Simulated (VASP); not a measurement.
Runs of VASP 6.6.1 on MgS. The structure is that of space group P-6m2 (No. 187), or close to it. The cells are those of the table. The cell was generated, and may not be a known phase.

```tsv
task	cell	k mesh	cutoff (eV)	smearing	gap on the mesh (eV)	pressure (GPa)	relaxed volume (Å³/atom)
single point	a = 3.316, b = 3.316, c = 5.258 Å, angles 90.0, 90.0, 120.0°, 2 atoms	6 × 6 × 4	520	gaussian 0.1 eV	(a)	(b)	-
single point	a = 3.611, b = 3.611, c = 3.305 Å, angles 90.0, 90.0, 120.0°, 2 atoms	12 × 12 × 8	520	gaussian 0.02 eV	1.14	-0.3	-
relaxation of cell and atoms	relaxed from a = 3.612, b = 3.612, c = 3.315 Å, angles 90.0, 90.0, 120.0°, 2 atoms	6 × 6 × 6	600	gaussian 0.1 eV	1.12	0.1	18.57
relaxation of cell and atoms	relaxed from a = 3.613, b = 3.613, c = 3.307 Å, angles 90.0, 90.0, 120.0°, 2 atoms	12 × 12 × 8	600	gaussian 0.02 eV	1.13	0.0	18.60
relaxation of cell and atoms	relaxed from a = 3.316, b = 3.316, c = 5.258 Å, angles 90.0, 90.0, 120.0°, 2 atoms	6 × 6 × 4	600	gaussian 0.1 eV	1.13	0.3	18.56
single point	a = 3.613, b = 3.613, c = 3.307 Å, angles 90.0, 90.0, 120.0°, 2 atoms	6 × 6 × 6	520	gaussian 0.1 eV	1.13	-0.3	-
single point	a = 3.612, b = 3.612, c = 3.315 Å, angles 90.0, 90.0, 120.0°, 2 atoms	6 × 6 × 4	520	gaussian 0.1 eV	1.13	-0.3	-
```

Alike in all rows: level PBE; potentials or basis VASP PAW PBE potentials, release 64 (Mg, S); no spin polarisation.

Estimate the missing entries.

(a) none; (b) -8.6.

Caveats: some runs use coarse meshes; the volume moved by over 15 % at a fixed basis, so the end points are rough (at least some runs).

A k mesh can miss the band edges.
